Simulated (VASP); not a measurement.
# BAs: single point with PBE

BAs:

```
CELL_PARAMETERS angstrom
0.00000 2.10045 3.15067
2.10045 0.00000 3.15067
2.10045 2.10045 0.00000
ATOMIC_POSITIONS crystal
B 0.00000 0.00000 0.00000
As 0.75000 0.75000 0.75000
```

This cell differs from its parent crystal: ratio of the length along z to the lengths across it x 1.5, volume and fractional coordinates fixed.

* Program: VASP 6.6.1
* Task: single point
* Functional: PBE
* Potentials or basis: VASP PAW PBE potentials, release 64 (B, As)
* Cutoff: 520 eV
* k mesh: 12 × 12 × 12
* Occupations: gaussian, width 0.05 eV
* Spin: no spin polarisation

```json
{
 "Pressure": "2.2 GPa",
 "Band gap on the k mesh": "zero (band 4 reaches 7.91 eV, above the bottom of band 5 at 5.61 eV)"
}
```

Stress tensor (GPa, compression positive):
```
 22.11   0.00   0.00
  0.00  22.11   0.00
  0.00   0.00 -37.57
```

Levels at points of the mesh, in eV from the Fermi level:
```tsv
k point	band 2	band 3	band 4	band 5	band 6	band 7
(0.00, 0.00, 0.00)	-4.04	0.11	1.46	1.46	2.95	2.95
(0.50, 0.00, 0.00)	-8.93	-4.56	-1.47	0.94	5.96	6.77
(0.50, 0.50, 0.00)	-10.49	-1.31	-1.31	4.31	4.78	8.31
(0.50, 0.00, 0.50)	-7.57	-5.37	-4.52	-0.31	-0.01	5.71
```

Run time: 15 s on 1 thread of Intel(R) Xeon(R) 6975P-C (Granite Rapids) (shared host), peak memory 0.18 GiB.
